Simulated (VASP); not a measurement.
# KI (Fm-3m) in VASP: G0W0 quasiparticle levels with r2SCAN

Aim: the G0W0 quasiparticle levels of KI with r2SCAN.

Program: VASP 6.6.1. These are calculated values, not measurements. Logs are shortened: lines on timing, memory, paths and dates and some standing lists are left out, and cuts for length are marked.

## (1) The cell of the first run

Symmetry: Fm-3m, No. 225, cubic system. The conventional cell has a = 7.089 Å, b = 7.089 Å, c = 7.089 Å, α = 90.00°, β = 90.00°, γ = 90.00°. K (site symmetry m-3m) has 6 I at 3.54 Å within 4.7 Å. I (site symmetry m-3m) has 6 K at 3.54 Å within 4.7 Å.

## (2) G0W0 quasiparticle levels, r2SCAN

POSCAR reads:

```
KI
1.0
    0.0000000000      3.5445661619      3.5445661619
    3.5445661619      0.0000000000      3.5445661619
    3.5445661619      3.5445661619      0.0000000000
K I
1 1
Direct
    0.0000000000      0.0000000000      0.0000000000
    0.5000000000      0.5000000000      0.5000000000
```

INCAR.step1 reads:

```
ALGO = Normal
EDIFF = 1E-8
ENCUT = 500
ISMEAR = 0
LASPH = T
LCHARG = F
LMIXTAU = T
LREAL = F
LWAVE = T
METAGGA = R2SCAN
NELM = 60
PREC = Accurate
SIGMA = 0.01
```

INCAR.step2 reads:

```
ALGO = Exact
EDIFF = 1E-8
ENCUT = 500
ISMEAR = 0
ISTART = 1
LASPH = T
LCHARG = F
LMIXTAU = T
LOPTICS = T
LREAL = F
LWAVE = T
METAGGA = R2SCAN
NBANDS = 343
NELM = 1
PREC = Accurate
SIGMA = 0.01
```

INCAR.step3 reads:

```
ALGO = EVGW0
EDIFF = 1E-8
ENCUT = 500
ENCUTGW = 140.0
ISMEAR = 0
ISTART = 1
LASPH = T
LCHARG = F
LMIXTAU = T
LREAL = F
LWAVE = F
METAGGA = R2SCAN
NBANDS = 343
NBANDSGW = 16
NELMGW = 1
NOMEGA = 96
OMEGAMAX = 20
PREC = Accurate
PRECFOCK = Fast
SIGMA = 0.01
```

KPOINTS reads:

```
k-points
0
Gamma
  4 4 4
```

Potentials or basis: VASP PAW PBE potentials, release 64 (K_sv_GW, I_GW).

Started as:

```
> cat potpaw_PBE.64/K_sv_GW/POTCAR potpaw_PBE.64/I_GW/POTCAR > POTCAR
> cp INCAR.step1 INCAR
> mpirun -np 1 vasp_std > vasp.out
> cp INCAR.step2 INCAR
> mpirun -np 1 vasp_std > vasp.out
> cp INCAR.step3 INCAR
> mpirun -np 1 vasp_std > vasp.out
```

OUTCAR:

```text
EDIFF = 1E-8
   ENCUT = 500
   ENCUTGW = 140.0
   ISMEAR = 0
   ISTART = 1
   LASPH = T
   LREAL = F
   METAGGA = R2SCAN
   NELMGW = 1
   PREC = Accurate
   PRECFOCK = Fast

 ion  position               nearest neighbor table
   1  0.000  0.000  0.000-   2 3.54   2 3.54   2 3.54   2 3.54   2 3.54   2 3.54
   2  0.500  0.500  0.500-   1 3.54   1 3.54   1 3.54   1 3.54   1 3.54   1 3.54

  LATTYP: Found a face centered cubic cell.
 ALAT       =     7.0891323238

  Lattice vectors:

 A1 = (   0.0000000000,   3.5445661619,   3.5445661619)
 A2 = (   3.5445661619,   0.0000000000,   3.5445661619)
 A3 = (   3.5445661619,   3.5445661619,   0.0000000000)

Analysis of symmetry for initial positions (statically):
=====================================================================
 Subroutine PRICEL returns:
 Original cell was already a primitive cell.

 Routine SETGRP: Setting up the symmetry group for a
 face centered cubic supercell.

 Subroutine GETGRP returns: Found 48 space group operations
 (whereof 48 operations were pure point group operations)
 out of a pool of 48 trial point group operations.

The static configuration has the point symmetry O_h .

Analysis of symmetry for dynamics (positions and initial velocities):
=====================================================================
 Subroutine PRICEL returns:
 Original cell was already a primitive cell.

 Routine SETGRP: Setting up the symmetry group for a
 face centered cubic supercell.

 Subroutine GETGRP returns: Found 48 space group operations
 (whereof 48 operations were pure point group operations)
 out of a pool of 48 trial point group operations.

The dynamic configuration has the point symmetry O_h .

 Subroutine INISYM returns: Found 48 space group operations
 (whereof 48 operations are pure point group operations),
 and found     1 'primitive' translations

----------------------------------------------------------------------------------------

                                     Primitive cell

  volume of cell :      89.0675

  direct lattice vectors                    reciprocal lattice vectors
     0.000000000  3.544566162  3.544566162    -0.141060987  0.141060987  0.141060987
     3.544566162  0.000000000  3.544566162     0.141060987 -0.141060987  0.141060987
     3.544566162  3.544566162  0.000000000     0.141060987  0.141060987 -0.141060987

  length of vectors
     5.012773539  5.012773539  5.012773539     0.244324796  0.244324796  0.244324796

  position of ions in fractional coordinates (direct lattice)
     0.000000000  0.000000000  0.000000000
     0.500000000  0.500000000  0.500000000

  ion indices of the primitive-cell ions
   primitive index   ion index
                 1           1
                 2           2

----------------------------------------------------------------------------------------

 KPOINTS: k-points

Automatic generation of k-mesh.
 Grid dimensions read from file:
 generate k-points for:    4    4    4

 Generating k-lattice:

  Cartesian coordinates                     Fractional coordinates (reciprocal lattice)
    -0.035265247  0.035265247  0.035265247     0.250000000  0.000000000  0.000000000
     0.035265247 -0.035265247  0.035265247     0.000000000  0.250000000  0.000000000
     0.035265247  0.035265247 -0.035265247     0.000000000  0.000000000  0.250000000

  Length of vectors
     0.061081199  0.061081199  0.061081199

  Shift w.r.t. Gamma in fractional coordinates (k-lattice)
     0.000000000  0.000000000  0.000000000

 Subroutine IBZKPT returns following result:
 ===========================================

 Found      8 irreducible k-points:

 Following reciprocal coordinates:
            Coordinates               Weight
  0.000000  0.000000  0.000000      1.000000
  0.250000  0.000000  0.000000      8.000000
  0.500000  0.000000  0.000000      4.000000
  0.250000  0.250000  0.000000      6.000000
  0.500000  0.250000  0.000000     24.000000
 -0.250000  0.250000  0.000000     12.000000
  0.500000  0.500000  0.000000      3.000000
 -0.250000  0.500000  0.250000      6.000000
   k-points           NKPTS =      8   k-points in BZ     NKDIM =     64   number of bands    NBANDS=    343
   number of dos      NEDOS =    301   number of ions     NIONS =      2
   total plane-waves  NPLWV =  64000
   dimension x,y,z NGX =    40 NGY =   40 NGZ =   40
   dimension x,y,z NGXF=    80 NGYF=   80 NGZF=   80
   ions per type =               1   1
   NGX,Y,Z   is equivalent  to a cutoff of  13.27, 13.27, 13.27 a.u.
   NGXF,Y,Z  is equivalent  to a cutoff of  26.53, 26.53, 26.53 a.u.
 SYSTEM =  unknown system
   PREC   = accura    normal or accurate (medium, high low for compatibility)
   ISTART =      1    job   : 0-new  1-cont  2-samecut
   ICHARG =      0    charge: 1-file 2-atom 10-const
   ISPIN  =      1    spin polarized calculation?
   LNONCOLLINEAR =      F non collinear calculations
   LSORBIT =      F    spin-orbit coupling
   LASPH  =      T    aspherical Exc in radial PAW
   ENCUT  =  500.0 eV  36.75 Ry    6.06 a.u.   9.14  9.14  9.14*2*pi/ulx,y,z
   NELM   =     60;   NELMIN=  2; NELMDL=  0     # of ELM steps
   EDIFF  = 0.1E-07   stopping-criterion for ELM
   LREAL  =      F    real-space projection
   EDIFFG = 0.1E-06   stopping-criterion for IOM
   NSW    =      0    number of steps for IOM
   IBRION =     -1    ionic relax: 0-MD 1-quasi-New 2-CG
   NFREE  =      0    steps in history (QN), initial steepest desc. (CG)
   ISIF   =      0    stress and relaxation
   ISYM   =      3    0-nonsym 1-usesym 2-fastsym
   POTIM  = 0.5000    time-step for ionic-motion
   TEBEG  =    0.0;   TEEND  =   0.0 temperature during run
   PSTRESS=    0.0 pullay stress
   NELECT =      16.0000    total number of electrons
   NUPDOWN=      -1.0000    fix difference up-down
   EMIN   =  10.00;   EMAX   =-10.00  energy-range for DOS
   EFERMI =   0.00;   METHOD = LEGACY
   ISMEAR =     0;   SIGMA  =   0.01  broadening in eV -4-tet -1-fermi 0-gaus
   EFERMI_NEDOS =   21; number of points for ismear=-14 and -15
   IALGO  =     38    algorithm
   IMIX   =      4    mixing-type and parameters
     AMIX     =   0.40;   BMIX     =  1.00
     AMIX_MAG =   1.60;   BMIX_MAG =  1.00
  volume/ion in A,a.u.               =      44.53       300.53
  Fermi-wavevector in a.u.,A,eV,Ry     =   0.923723  1.745583 11.609363  0.853264
  Thomas-Fermi vector in A             =   2.049391
   LORBIT       =      0    0 simple, 1 ext, 2 COOP (PROOUT), +10 PAW based schemes
   METAGGA = R2SCAN    functional components
   LHFCALC =     T    Hartree Fock is set to
   PRECFOCK=fast      Normal, Fast or Accurate (Low or Medium for compatibility)
   ENCUT4O =  -1.0   cutoff for four orbital integrals eV
   NKREDX  =     1    reduce k-point grid by
   NKREDY  =     1    reduce k-point grid by
   NKREDZ  =     1    reduce k-point grid by
   AEXX    =    1.0000 exact exchange contribution
   HFSCREEN=    0.0000 screening length (either q_TF or 0.3 A-1)
   HFSCREENC=   0.0000 screening length for correlation (either q_TF or 0.3 A-1)
   ENCUTFOCK=  -1.0 apply spherical cutoff to Coloumb kernel
   IVDW    =     0    specifies the selected vdW correction
   LEPSILON=     F    determine dielectric tensor
   LRPA    =     F    only Hartree local field effects (RPA)
   LRPAFORCE           =     F    calculate RPA forces
   ENCUTGW             = 140.0    cutoff for response function in eV
   ENCUTGWSOFT         = 112.0    soft cutoff for Coulomb kernel in GW response function in eV
   ENCUTLF             =  -1.0    cutoff for local field effects
   NELMGW              =     1    number of iterations in solving QP/BSE equation
   NELMHF              =     1    number of iterations in the inner HF iteration
   NKREDLFX            =     1    NKREDLFY  =   1   NKREDLFZ  =   1
 non-spin polarized calculation
 Gauss-broadening in eV      SIGMA  =   0.01
  energy-cutoff  :      500.00
  volume of cell :       89.07
 maximum number of plane-waves:      2276
 NGX is ok and might be reduce to    40
  NGX = 20; NGY = 20; NGZ = 20
   NGX = 19   NGY = 19   NGZ = 19
 maximum number of plane-waves:       344

 QP shifts <psi_nk| G(iteration)W_0 |psi_nk>: iteration 1
 for sc-GW calculations column KS-energies equals QP-energies in previous step
 and V_xc(KS)=  KS-energies - (<T + V_ion + V_H > + <T+V_H+V_ion>^1  + <V_x>^1)

 k-point   1 :       0.0000    0.0000    0.0000
  band No.  KS-energies  QP-energies   sigma(KS)   V_xc(KS)     V^pw_x(r,r')   Z            occupation Imag(sigma)

      1     -29.5208     -30.5071     -21.5379     -19.9037     -30.7309       0.6036       2.0000       0.3935
      2     -12.2295     -14.8804     -21.7034     -18.4059     -24.6469       0.8039       2.0000       0.0715
      3     -12.2295     -14.8804     -21.7034     -18.4059     -24.6469       0.8039       2.0000       0.0715
      4     -12.2295     -14.8804     -21.7034     -18.4059     -24.6469       0.8039       2.0000       0.0715
      5     -10.6838     -12.0465     -14.1194     -12.6985     -18.9027       0.9590       2.0000       1.4325
      6       0.1122      -1.4347     -13.3067     -11.4046     -14.2424       0.8133       2.0000       0.0302
[... 8 lines left out ...]
     15      10.3638      10.5017      -4.1912      -4.3632      -0.8614       0.8016       0.0000      -0.0925
     16      13.7143      13.9094      -6.2970      -6.5471      -2.2900       0.7799       0.0000      -0.1811

 k-point   2 :       0.2500    0.0000    0.0000
  band No.  KS-energies  QP-energies   sigma(KS)   V_xc(KS)     V^pw_x(r,r')   Z            occupation Imag(sigma)

      1     -29.5198     -30.5060     -21.5384     -19.9057     -30.7326       0.6040       2.0000       0.3933
      2     -12.3068     -14.8597     -21.2737     -18.0372     -24.3274       0.7888       2.0000       0.1270
      3     -12.2304     -14.8795     -21.7008     -18.4036     -24.6430       0.8034       2.0000       0.0705
      4     -12.2304     -14.8795     -21.7008     -18.4036     -24.6430       0.8034       2.0000       0.0705
      5     -10.5391     -11.9125     -14.5549     -13.1369     -19.2481       0.9685       2.0000       1.3502
      6      -0.6228      -2.2365     -12.5188     -10.5083     -13.5629       0.8027       2.0000       0.0333
[... 8 lines left out ...]
     15      11.1580      12.3237      -7.2129      -8.6528      -3.6133       0.8096       0.0000      -0.0814
     16      11.9295      13.4334      -8.0431      -9.9251      -4.3602       0.7992       0.0000      -0.0909

 k-point   3 :       0.5000    0.0000    0.0000
  band No.  KS-energies  QP-energies   sigma(KS)   V_xc(KS)     V^pw_x(r,r')   Z            occupation Imag(sigma)

      1     -29.5189     -30.5045     -21.5390     -19.9078     -30.7343       0.6042       2.0000       0.3931
      2     -12.3742     -14.8549     -20.9687     -17.7737     -24.1013       0.7764       2.0000       0.1618
      3     -12.2313     -14.8770     -21.6981     -18.4014     -24.6391       0.8025       2.0000       0.0693
      4     -12.2313     -14.8770     -21.6981     -18.4014     -24.6391       0.8025       2.0000       0.0693
      5     -10.4014     -11.7225     -14.8740     -13.4773     -19.5044       0.9459       2.0000       1.2719
      6      -1.1832      -2.8642     -12.1419     -10.0324     -13.3290       0.7969       2.0000       0.0412
[... 74 lines left out ...]
      1     -29.5183     -30.5073     -21.5397     -19.9090     -30.7352       0.6065       2.0000       0.3945
      2     -12.2723     -14.9260     -21.5998     -18.2917     -24.5498       0.8022       2.0000       0.0802
      3     -12.2469     -14.8927     -21.6632     -18.3616     -24.6093       0.8014       2.0000       0.0751
      4     -12.2469     -14.8927     -21.6632     -18.3616     -24.6093       0.8014       2.0000       0.0751
      5     -10.5338     -11.8002     -14.1633     -12.8567     -18.9676       0.9692       2.0000       1.4255
      6      -0.8908      -2.5455     -12.5629     -10.4906     -13.7290       0.7985       2.0000       0.0372
[... 8 lines left out ...]
     15      10.4094      12.4554      -8.3771     -10.8651      -4.8870       0.8224       0.0000      -0.0689
     16      12.0895      12.3075      -6.2961      -6.5764      -2.4763       0.7777       0.0000      -0.1402

 k-point   8 :      -0.2500    0.5000    0.2500
  band No.  KS-energies  QP-energies   sigma(KS)   V_xc(KS)     V^pw_x(r,r')   Z            occupation Imag(sigma)

      1     -29.5183     -30.5079     -21.5396     -19.9089     -30.7352       0.6069       2.0000       0.3940
      2     -12.2790     -14.8536     -21.4330     -18.1741     -24.4435       0.7900       2.0000       0.1037
      3     -12.2594     -14.9086     -21.6317     -18.3269     -24.5796       0.8016       2.0000       0.0776
      4     -12.2594     -14.9086     -21.6317     -18.3269     -24.5796       0.8016       2.0000       0.0776
      5     -10.4755     -11.7372     -14.4314     -13.0995     -19.1729       0.9473       2.0000       1.3661
      6      -0.6166      -2.2394     -12.7203     -10.6977     -13.8120       0.8023       2.0000       0.0340
[... 8 lines left out ...]
     15      10.9288      12.8053      -9.0912     -11.4370      -5.4263       0.8000       0.0000      -0.0788
     16      11.1750      12.3554      -7.3381      -8.8054      -3.7483       0.8044       0.0000      -0.0881
```

Run time: 19 min. Hardware: 1 thread of Intel Xeon Platinum 8259CL at 2.50GHz (Skylake/Cascade Lake), shared host; peak memory 1.4 GiB.

Results:

```yaml
Quasiparticle_gap: 6.48 eV
Least_direct_quasiparticle_gap: 6.48 eV
Band_gap_of_the_starting_levels_on_the_mesh: 4.58 eV
Least_direct_gap_of_the_starting_levels_on_the_mesh: 4.58 eV
```

Caveat: the k points lie up to 0.38 Å⁻¹ apart; bands, screening cutoff and mesh are small and nothing is extrapolated, so the quasiparticle values aren't converged; spin-orbit coupling is left out, which moves the levels of the heavy elements.
